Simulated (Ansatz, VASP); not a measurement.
**Ag in VASP and in Ansatz**

INCAR

```
SYSTEM = Ag
PREC = Accurate ; ENCUT = 520
EDIFF = 1E-7 ; ISMEAR = -1
SIGMA = 0.1 ; LREAL = .FALSE.
LASPH = .TRUE. ; NELM = 80
ALGO = Normal ; ISIF = 2
LWAVE = .FALSE. ; LCHARG = .TRUE.
GGA = RE ; LELF = .TRUE.
LVHAR = .TRUE. ; NBANDS = 12
```

KPOINTS

```
regular mesh
0
G
  15 15 15
  0 0 0
```

File POSCAR:

```
Ag
1.0
   -1.6702793922      1.6702793922      1.6702793922
    1.6702793922     -1.6702793922      1.6702793922
    1.6702793922      1.6702793922     -1.6702793922
Ag
1
Direct
    0.0000000000      0.0000000000      0.0000000000
```

Input for Ansatz:

```yaml
crystal:
  lattice:
    - [-1.6702793922, 1.6702793922, 1.6702793922]
    - [1.6702793922, -1.6702793922, 1.6702793922]
    - [1.6702793922, 1.6702793922, -1.6702793922]
  atoms:
    - { symbol: Ag, position: [0.0, 0.0, 0.0] }
hamiltonian:
  xc: revpbe
  pseudopotentials:
    kind: paw
    azcp:
      Ag: "pseudopotentials/Ag.paw.azcp"
basis:
  ecutwfc: 420
  fft_grid_basis: typed
kpoints:
  mp_grid: { grid: [15, 15, 15], shift: [0, 0, 0] }
magnetization:
  spin_polarized: false
scf:
  occupations: { method: fermi_dirac, width: 0.1 }
  lower_state_search: "off"
output:
  stress: true
```

Alike in both runs: task single point; functional revPBE; k mesh 15 × 15 × 15; occupations fermi-dirac, width 0.1 eV; no spin polarisation.

|  | VASP | Ansatz |
| --- | --- | --- |
| version | VASP 6.6.1 | Ansatz 0.2.0 |
| potentials or method | VASP PAW PBE potentials, release 64 (Ag), cutoff 520 eV | plane waves (420 eV) with PAW, scalar-relativistic |
| valence electrons in the cell | 11 | 19 |

|  | VASP | Ansatz | Ansatz less VASP |
| --- | --- | --- | --- |
| pressure (GPa) | -0.3 | -0.3 | +0.07 |

VASP's potentials were made for PBE, not for revPBE. VASP's potentials hold 11 valence electrons a cell and Ansatz's 19, so a difference there can come from the potentials and not from the codes.
